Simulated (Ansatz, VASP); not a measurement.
# One calculation of Ir2Rh, two programs

```
CELL_PARAMETERS angstrom
2.73984 0.00000 0.00000
-1.36992 2.37277 0.00000
0.00000 0.00000 13.28791
ATOMIC_POSITIONS crystal
Ir 0.33333 0.66667 0.91709
Ir 0.33333 0.66667 0.58291
Ir 0.66667 0.33333 0.08291
Ir 0.66667 0.33333 0.41709
Rh 0.33333 0.66667 0.25000
Rh 0.66667 0.33333 0.75000
```

Alike in both runs: functional PBE; k mesh 18 × 18 × 4; occupations gaussian, width 0.1 eV; no spin polarisation.

Ansatz relaxed the structure, and its values are those at the end. VASP's run is a single point on that final structure, the one shown.

```csv
,VASP,Ansatz
version,VASP 6.6.1,Ansatz 0.2.0
potentials or method,"VASP PAW PBE potentials, release 64 (Ir, Rh_pv), cutoff 520 eV","scalar-relativistic, plane waves, PAW"
valence electrons in the cell,66,102
```

```tsv
	VASP	Ansatz	Ansatz less VASP
gap on the k mesh at the Fermi level (eV)	none	none	-
pressure (GPa)	0.3	0.0	-0.32
rms of the force components (eV/Å)	0.014	0.000	-0.0138
```

A gap of «none» marks a metal or a gap that the smearing closes. VASP's potentials hold 66 valence electrons a cell and Ansatz's 102, so a difference there can come from the potentials and not from the codes.

Neither program's run includes spin-orbit coupling.
